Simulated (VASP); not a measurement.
Wanted: the native input for a VASP 6.6.1 run.

```yaml
Task: single point
Functional: PBE
Potentials_or_basis: VASP PAW PBE potentials, release 64 (Na_pv, Li_sv)
Cutoff: 520 eV
k_mesh: 2 × 2 × 2
Occupations: gaussian, width 0.05 eV
Spin: no spin polarisation
Dipole_correction: no
Further_INCAR_settings: LREAL = Auto; ALGO = Normal; EDIFF = 1e-07; NBANDS = 72
```

The structure of Na16Li (a cell with a defect) lies in POSCAR:

```
Na16Li
1.0
    8.4600000000      0.0000000000      0.0000000000
    0.0000000000      8.4600000000      0.0000000000
    0.0000000000      0.0000000000      8.4600000000
Na Li
16 1
Direct
    0.0029762411     -0.0261327423      0.0135171395
    0.4851133570     -0.0068138298     -0.0069598109
   -0.0498625296      0.5553887707      0.0284628842
   -0.0015829787      0.0090354610      0.4786713948
    0.1845916076      0.2913011820      0.1781951537
    0.4973520095      0.4840502364      0.0008447991
    0.5799288416      0.0400793144      0.6000819149
    0.7320860520      0.2202672577      0.2378822695
   -0.0258650118      0.4770374704      0.4747761229
    0.2523299054      0.7212382979      0.2588354610
    0.2342397163      0.2430304965      0.7425139480
    0.4856934988      0.4370526005      0.4766900709
    0.6858156028      0.7717343972      0.2849245863
    0.7992440898      0.2677416076      0.7989098109
    0.2650159574      0.7464335697      0.7072927896
    0.7390633570      0.7144554374      0.7289585106
    0.3660111111      0.0541880615      0.3441013002
```

One way to write it, as run:

INCAR

```
PREC = Accurate ; ENCUT = 520
EDIFF = 1E-7 ; ISMEAR = 0
SIGMA = 0.05 ; LREAL = Auto
LASPH = True ; NELM = 60
ALGO = Normal ; ISIF = 2
LWAVE = False ; LCHARG = False
GGA = PE ; NBANDS = 72
```

KPOINTS

```
regular mesh
0
Gamma
  2 2 2
```

Potentials or basis: VASP PAW PBE potentials, release 64 (Na_pv, Li_sv).

Launch:

```bash
$ cat potpaw_PBE.64/Na_pv/POTCAR potpaw_PBE.64/Li_sv/POTCAR > POTCAR
$ mpirun -np 1 vasp_std > vasp.out
```

Results of the run:

```json
{
 "Largest force": "0.036 eV/Å",
 "Band gap on the k mesh": "zero (an odd number of electrons rules out a gap without spin polarisation)"
}
```

Caveat: the k points lie up to 0.37 Å⁻¹ apart, too coarse for converged energies and pressures of a metal.

Run time: 14 min on 1 thread of Intel Xeon 8259CL (shared host), peak memory 0.65 GiB.
